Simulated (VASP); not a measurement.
# C (Im-3m) in VASP: a series of runs

The runs below take C through single point, with PBEsol.

Everything below comes from runs of VASP 6.6.1. Logs are shortened: lines on timing, memory, paths and dates and some standing lists are left out, and cuts for length are marked.

## (1) The cell of the first run

It takes space group Im-3m (No. 229, cubic). The conventional cell has a = 2.344 Å, b = 2.344 Å, c = 2.344 Å, α = 90.00°, β = 90.00°, γ = 90.00°. Within 2.7 Å of C (site symmetry m-3m) lie 14 C at 2.03 to 2.34 Å.

## (2) Single point, PBEsol

The input, INCAR:

```
SYSTEM = C
ALGO = Normal
EDIFF = 1E-7
ENCUT = 520
GGA = PS
ISIF = 2
ISMEAR = -1
LASPH = .True.
LCHARG = .False.
LREAL = .False.
LWAVE = .False.
NBANDS = 8
NELM = 80
PREC = Accurate
SIGMA = 0.1
```

The input, KPOINTS:

```
k-points
0
Gamma
  18 18 18
  0 0 0
```

The input, POSCAR:

```
C
1.0
   -1.1720529854      1.1720529854      1.1720529854
    1.1720529854     -1.1720529854      1.1720529854
    1.1720529854      1.1720529854     -1.1720529854
C
1
Direct
    0.0000000000      0.0000000000      0.0000000000
```

Potentials or basis: VASP PAW PBE potentials, release 64 (C).

Run with:

```
cat potpaw_PBE.64/C/POTCAR > POTCAR
mpirun -np 1 vasp_std > vasp.out
```

OUTCAR:

```text
SYSTEM = C
   EDIFF = 1E-7
   ENCUT = 520
   GGA = PS
   ISIF = 2
   ISMEAR = -1
   LASPH = .True.
   LREAL = .False.
   NELM = 80
   PREC = Accurate

 ion  position               nearest neighbor table
   1  0.000  0.000  0.000-

  LATTYP: Found a body centered cubic cell.
 ALAT       =     2.3441059708

  Lattice vectors:

 A1 = (  -1.1720529854,   1.1720529854,   1.1720529854)
 A2 = (   1.1720529854,  -1.1720529854,   1.1720529854)
 A3 = (   1.1720529854,   1.1720529854,  -1.1720529854)

Analysis of symmetry for initial positions (statically):
=====================================================================
 Subroutine PRICEL returns:
 Original cell was already a primitive cell.

 Routine SETGRP: Setting up the symmetry group for a
 body centered cubic supercell.

 Subroutine GETGRP returns: Found 48 space group operations
 (whereof 48 operations were pure point group operations)
 out of a pool of 48 trial point group operations.

The static configuration has the point symmetry O_h .

Analysis of symmetry for dynamics (positions and initial velocities):
=====================================================================
 Subroutine PRICEL returns:
 Original cell was already a primitive cell.

 Routine SETGRP: Setting up the symmetry group for a
 body centered cubic supercell.

 Subroutine GETGRP returns: Found 48 space group operations
 (whereof 48 operations were pure point group operations)
 out of a pool of 48 trial point group operations.

The dynamic configuration has the point symmetry O_h .

 Subroutine INISYM returns: Found 48 space group operations
 (whereof 48 operations are pure point group operations),
 and found     1 'primitive' translations

----------------------------------------------------------------------------------------

                                     Primitive cell

  volume of cell :       6.4402

  direct lattice vectors                    reciprocal lattice vectors
    -1.172052985  1.172052985  1.172052985     0.000000000  0.426601874  0.426601874
     1.172052985 -1.172052985  1.172052985     0.426601874  0.000000000  0.426601874
     1.172052985  1.172052985 -1.172052985     0.426601874  0.426601874  0.000000000

  length of vectors
     2.030055320  2.030055320  2.030055320     0.603306156  0.603306156  0.603306156

  position of ions in fractional coordinates (direct lattice)
     0.000000000  0.000000000  0.000000000

[... 69 lines left out ...]
   ISPIN  =      1    spin polarized calculation?
   LNONCOLLINEAR =      F non collinear calculations
   LSORBIT =      F    spin-orbit coupling
   LASPH  =      T    aspherical Exc in radial PAW
   ENCUT  =  520.0 eV  38.22 Ry    6.18 a.u.   3.77  3.77  3.77*2*pi/ulx,y,z
   NELM   =     80;   NELMIN=  2; NELMDL= -5     # of ELM steps
   EDIFF  = 0.1E-06   stopping-criterion for ELM
   LREAL  =      F    real-space projection
   EDIFFG = 0.1E-05   stopping-criterion for IOM
   NSW    =      0    number of steps for IOM
   IBRION =     -1    ionic relax: 0-MD 1-quasi-New 2-CG
   NFREE  =      0    steps in history (QN), initial steepest desc. (CG)
   ISIF   =      2    stress and relaxation
   ISYM   =      2    0-nonsym 1-usesym 2-fastsym
   POTIM  = 0.5000    time-step for ionic-motion
   TEBEG  =    0.0;   TEEND  =   0.0 temperature during run
   PSTRESS=    0.0 pullay stress
   NELECT =       4.0000    total number of electrons
   NUPDOWN=      -1.0000    fix difference up-down
   EMIN   =  10.00;   EMAX   =-10.00  energy-range for DOS
   EFERMI =   0.00;   METHOD = LEGACY
   ISMEAR =    -1;   SIGMA  =   0.10  broadening in eV -4-tet -1-fermi 0-gaus
   EFERMI_NEDOS =   21; number of points for ismear=-14 and -15
   IALGO  =     38    algorithm
   IMIX   =      4    mixing-type and parameters
     AMIX     =   0.40;   BMIX     =  1.00
     AMIX_MAG =   1.60;   BMIX_MAG =  1.00
  volume/ion in A,a.u.               =       6.44        43.46
  Fermi-wavevector in a.u.,A,eV,Ry     =   1.396779  2.639529 26.544838  1.950991
  Thomas-Fermi vector in A             =   2.520099
   LORBIT       =      0    0 simple, 1 ext, 2 COOP (PROOUT), +10 PAW based schemes
   GGA     = PS    functional components
   LHFCALC =     F    Hartree Fock is set to
   AEXX    =    0.0000 exact exchange contribution
   IVDW    =     0    specifies the selected vdW correction
   LEPSILON=     F    determine dielectric tensor
   LRPA    =     F    only Hartree local field effects (RPA)
 non-spin polarized calculation
  energy-cutoff  :      520.00
  volume of cell :        6.44
 maximum number of plane-waves:       180
   NGX =  7   NGY =  7   NGZ =  7

 number of electron       4.0000000 magnetization

 Free energy of the ion-electron system (eV)
  ---------------------------------------------------
  ext. energy  EPLUGINS =         0.00000000
  ---------------------------------------------------
  free energy    TOTEN  =        -5.43547672 eV

  energy without entropy =       -5.42449298  energy(sigma->0) =       -5.42998485

 E-fermi :   9.0207     XC(G=0): -13.3969

 val. band max:        9.0127666840   @ k =  -0.3889   0.3889   0.3333
 cond. band min:       9.0725364077   @ k =  -0.3333   0.4444   0.1667
 fundamental gap:      0.0597697237
 Fermi energy:         9.0207050678

 k-point     1 :       0.0000    0.0000    0.0000
  band No.  band energies     occupation
      1     -11.1385      2.00000
      2      18.4805      0.00000
      3      18.4805      0.00000
      4      18.4805      0.00000
      5      42.7962      0.00000
      6      42.7962      0.00000
      7      42.7962      0.00000
      8      45.7798      0.00000
[... 243 lines left out ...]
 k-point    24 :       0.3889    0.1111   -0.0000
  band No.  band energies     occupation
      1      -1.8371      2.00000
      2       2.9357      2.00000
      3      12.3367      0.00000
      4      16.0879      0.00000
      5      32.0733      0.00000
      6      33.6072      0.00000
      7      43.6596      0.00000
      8      46.7721      0.00000

 [... further k-points ...]
[... 5 lines left out ...]
  --------------------------------------------------------------------------------------
  -------------------------------------------------------------------------------------
  Total        0.0107510      0.0107510      0.0107510      0.0000000      0.0000000     -0.0000000
  in kB        2.6745984      2.6745984      2.6745984      0.0000000      0.0000000     -0.0000000
  external PRESSURE =       2.6745984 kB  Pullay stress =       0.0000000 kB

 VOLUME and BASIS-vectors are now :
 -----------------------------------------------------------------------------
  energy-cutoff  :      520.00
  volume of cell :        6.44
      direct lattice vectors                 reciprocal lattice vectors
    -1.172052985  1.172052985  1.172052985     0.000000000  0.426601874  0.426601874
     1.172052985 -1.172052985  1.172052985     0.426601874  0.000000000  0.426601874
     1.172052985  1.172052985 -1.172052985     0.426601874  0.426601874  0.000000000

 POSITION                                       TOTAL-FORCE (eV/Angst)
 -----------------------------------------------------------------------------------
      0.00000      0.00000      0.00000         0.000000      0.000000      0.000000
 -----------------------------------------------------------------------------------
    total drift:                                0.000000     -0.000000     -0.000000

  FREE ENERGIE OF THE ION-ELECTRON SYSTEM (eV)
  ---------------------------------------------------
  free  energy   TOTEN  =        -5.4354767197 eV

  energy  without entropy=       -5.4244929808  energy(sigma->0) =       -5.42998485
```

OSZICAR:

```text
N       E                     dE             d eps       ncg     rms          rms(c)
DAV:   1    -0.372357310223E+01   -0.37236E+01   -0.25624E+03  3400   0.496E+02
DAV:   2    -0.542982791022E+01   -0.17063E+01   -0.15505E+01  4168   0.291E+01
DAV:   3    -0.543508399852E+01   -0.52561E-02   -0.52526E-02  3432   0.174E+00
DAV:   4    -0.543508516711E+01   -0.11686E-05   -0.11688E-05  4504   0.237E-02
DAV:   5    -0.543508516680E+01    0.30275E-09   -0.36878E-10  3464   0.103E-04    0.113E+00
DAV:   6    -0.543512910088E+01   -0.43934E-04   -0.99425E-04  3456   0.188E-01    0.653E-01
DAV:   7    -0.543547423489E+01   -0.34513E-03   -0.16184E-03  3400   0.246E-01    0.371E-02
DAV:   8    -0.543547673423E+01   -0.24993E-05   -0.32431E-05  3296   0.421E-02    0.552E-03
DAV:   9    -0.543547671972E+01    0.14507E-07   -0.11914E-07  3952   0.329E-03
   1 F= -.54354767E+01 E0= -.54299849E+01  d E =-.109837E-01
```

stdout:

```text
POSCAR found type information on POSCAR C
 POSCAR found :  1 types and       1 ions
 scaLAPACK will be used
 -----------------------------------------------------------------------------
|                                                                             |
|                                                                             |
|     You enforced a specific xc type in the INCAR file but a different       |
|     I HOPE YOU KNOW WHAT YOU ARE DOING!                                     |
|                                                                             |
 -----------------------------------------------------------------------------

 LDA part: xc-table for (Slater+PW92), standard interpolation
 POSCAR, INCAR and KPOINTS ok, starting setup
 FFT: planning ... GRIDC
 FFT: planning ... GRID_SOFT
 FFT: planning ... GRID
 WAVECAR not read
 entering main loop
```

Run time: 3.1 s. Hardware: 1 thread of Intel Xeon 6975P-C, shared host; peak memory 0.11 GiB.

What came out:

| Property | Result |
| --- | --- |
| Free energy | -5.4355 eV |
| Pressure | 0.3 GPa |
| Band gap on the k mesh | zero (band 2 reaches 18.48 eV, above the bottom of band 3 at 3.67 eV) |

Caveat: the PAW data sets were made with another functional, which shifts forces and pressure a little.

## (3) Single point, PBEsol (volume scaled by 0.88)

The input, INCAR:

```
PREC     = Accurate       # precision mode
ENCUT    = 520            # plane-wave cutoff, eV
EDIFF    = 1E-6           # SCF threshold, eV
ISMEAR   = -1             # smearing method
SIGMA    = 0.1            # smearing width, eV
LREAL    = F              # projectors in reciprocal space
LASPH    = T              # aspherical terms in the spheres
NELM     = 100            # most SCF steps
ALGO     = Normal         # electronic algorithm
ISIF     = 2              # what is computed and relaxed
LWAVE    = F              # write WAVECAR
LCHARG   = F              # write CHGCAR
GGA      = PS             # functional
NBANDS   = 8              # bands
```

The input, KPOINTS:

```
Automatic mesh
0
Gamma
  21 21 21
```

The input, POSCAR:

```
C
1.0
   -1.1231595896      1.1231595896      1.1231595896
    1.1231595896     -1.1231595896      1.1231595896
    1.1231595896      1.1231595896     -1.1231595896
C
1
Direct
    0.0000000000      0.0000000000      0.0000000000
```

Potentials or basis: VASP PAW PBE potentials, release 64 (C).

Run with:

```
cat potpaw_PBE.64/C/POTCAR > POTCAR
mpirun -np 1 vasp_std > vasp.out
```

OUTCAR:

```text
PREC = Accurate
   ENCUT = 520
   EDIFF = 1E-6
   ISMEAR = -1
   LREAL = F
   LASPH = T
   NELM = 100
   ISIF = 2
   GGA = PS

 ion  position               nearest neighbor table
   1  0.000  0.000  0.000-

  LATTYP: Found a body centered cubic cell.
 ALAT       =     2.2463191792

  Lattice vectors:

 A1 = (  -1.1231595896,   1.1231595896,   1.1231595896)
 A2 = (   1.1231595896,  -1.1231595896,   1.1231595896)
 A3 = (   1.1231595896,   1.1231595896,  -1.1231595896)

Analysis of symmetry for initial positions (statically):
=====================================================================
 Subroutine PRICEL returns:
 Original cell was already a primitive cell.

 Routine SETGRP: Setting up the symmetry group for a
 body centered cubic supercell.

 Subroutine GETGRP returns: Found 48 space group operations
 (whereof 48 operations were pure point group operations)
 out of a pool of 48 trial point group operations.

The static configuration has the point symmetry O_h .

Analysis of symmetry for dynamics (positions and initial velocities):
=====================================================================
 Subroutine PRICEL returns:
 Original cell was already a primitive cell.

 Routine SETGRP: Setting up the symmetry group for a
 body centered cubic supercell.

 Subroutine GETGRP returns: Found 48 space group operations
 (whereof 48 operations were pure point group operations)
 out of a pool of 48 trial point group operations.

The dynamic configuration has the point symmetry O_h .

 Subroutine INISYM returns: Found 48 space group operations
 (whereof 48 operations are pure point group operations),
 and found     1 'primitive' translations

----------------------------------------------------------------------------------------

                                     Primitive cell

  volume of cell :       5.6674

[... 101 lines left out ...]
   ISMEAR =    -1;   SIGMA  =   0.10  broadening in eV -4-tet -1-fermi 0-gaus
   EFERMI_NEDOS =   21; number of points for ismear=-14 and -15
   IALGO  =     38    algorithm
   IMIX   =      4    mixing-type and parameters
     AMIX     =   0.40;   BMIX     =  1.00
     AMIX_MAG =   1.60;   BMIX_MAG =  1.00
  volume/ion in A,a.u.               =       5.67        38.25
  Fermi-wavevector in a.u.,A,eV,Ry     =   1.457583  2.754433 28.906242  2.124549
  Thomas-Fermi vector in A             =   2.574368
   LORBIT       =      0    0 simple, 1 ext, 2 COOP (PROOUT), +10 PAW based schemes
   GGA     = PS    functional components
   LHFCALC =     F    Hartree Fock is set to
   AEXX    =    0.0000 exact exchange contribution
   IVDW    =     0    specifies the selected vdW correction
   LEPSILON=     F    determine dielectric tensor
   LRPA    =     F    only Hartree local field effects (RPA)
 non-spin polarized calculation
  energy-cutoff  :      520.00
  volume of cell :        5.67
 maximum number of plane-waves:       164
   NGX =  7   NGY =  7   NGZ =  7

 number of electron       4.0000000 magnetization

 Free energy of the ion-electron system (eV)
  ---------------------------------------------------
  ext. energy  EPLUGINS =         0.00000000
  ---------------------------------------------------
  free energy    TOTEN  =        -5.36018329 eV

  energy without entropy =       -5.34979869  energy(sigma->0) =       -5.35499099

 E-fermi :  10.9206     XC(G=0): -14.0189

 val. band max:       10.8903850036   @ k =  -0.2381   0.4286   0.0476
 cond. band min:      10.9242752125   @ k =   0.1905   0.1905   0.0952
 fundamental gap:      0.0338902089
 Fermi energy:        10.9206251927

 k-point     1 :       0.0000    0.0000    0.0000
  band No.  band energies     occupation
      1     -11.0842      2.00000
      2      21.6865      0.00000
      3      21.6865      0.00000
      4      21.6865      0.00000
      5      46.8795      0.00000
      6      46.8795      0.00000
      7      46.8795      0.00000
      8      51.3748      0.00000
[... 243 lines left out ...]
 k-point    24 :       0.1905    0.0952    0.0000
  band No.  band energies     occupation
      1      -7.9373      2.00000
      2      15.0415      0.00000
      3      17.7376      0.00000
      4      20.2083      0.00000
      5      37.6365      0.00000
      6      38.9988      0.00000
      7      47.9031      0.00000
      8      51.3697      0.00000

 [... further k-points ...]
[... 5 lines left out ...]
  --------------------------------------------------------------------------------------
  -------------------------------------------------------------------------------------
  Total        1.2360106      1.2360106      1.2360106     -0.0000000      0.0000000     -0.0000000
  in kB      349.4204966    349.4204966    349.4204966     -0.0000000      0.0000000     -0.0000000
  external PRESSURE =     349.4204966 kB  Pullay stress =       0.0000000 kB

 VOLUME and BASIS-vectors are now :
 -----------------------------------------------------------------------------
  energy-cutoff  :      520.00
  volume of cell :        5.67
      direct lattice vectors                 reciprocal lattice vectors
    -1.123159590  1.123159590  1.123159590     0.000000000  0.445172712  0.445172712
     1.123159590 -1.123159590  1.123159590     0.445172712  0.000000000  0.445172712
     1.123159590  1.123159590 -1.123159590     0.445172712  0.445172712  0.000000000

 POSITION                                       TOTAL-FORCE (eV/Angst)
 -----------------------------------------------------------------------------------
      0.00000      0.00000      0.00000        -0.000000      0.000000      0.000000
 -----------------------------------------------------------------------------------
    total drift:                               -0.000000     -0.000000     -0.000000

  FREE ENERGIE OF THE ION-ELECTRON SYSTEM (eV)
  ---------------------------------------------------
  free  energy   TOTEN  =        -5.3601832871 eV

  energy  without entropy=       -5.3497986881  energy(sigma->0) =       -5.35499099
```

stdout:

```text
POSCAR found type information on POSCAR C
 POSCAR found :  1 types and       1 ions
 scaLAPACK will be used
 -----------------------------------------------------------------------------
|                                                                             |
|                                                                             |
|     You enforced a specific xc type in the INCAR file but a different       |
|     I HOPE YOU KNOW WHAT YOU ARE DOING!                                     |
|                                                                             |
 -----------------------------------------------------------------------------

 LDA part: xc-table for (Slater+PW92), standard interpolation
 POSCAR, INCAR and KPOINTS ok, starting setup
 FFT: planning ... GRIDC
 FFT: planning ... GRID_SOFT
 FFT: planning ... GRID
 WAVECAR not read
 entering main loop
```

Run time: 3.5 s. Hardware: 1 thread of Intel Xeon 6975P-C, shared host; peak memory 0.11 GiB.

What came out:

* Free energy: -5.3602 eV
* Pressure: 34.9 GPa
* Band gap on the k mesh: zero (band 2 reaches 21.69 eV, above the bottom of band 3 at 5.55 eV)

Caveat: the PAW data sets were made with another functional, which shifts forces and pressure a little.
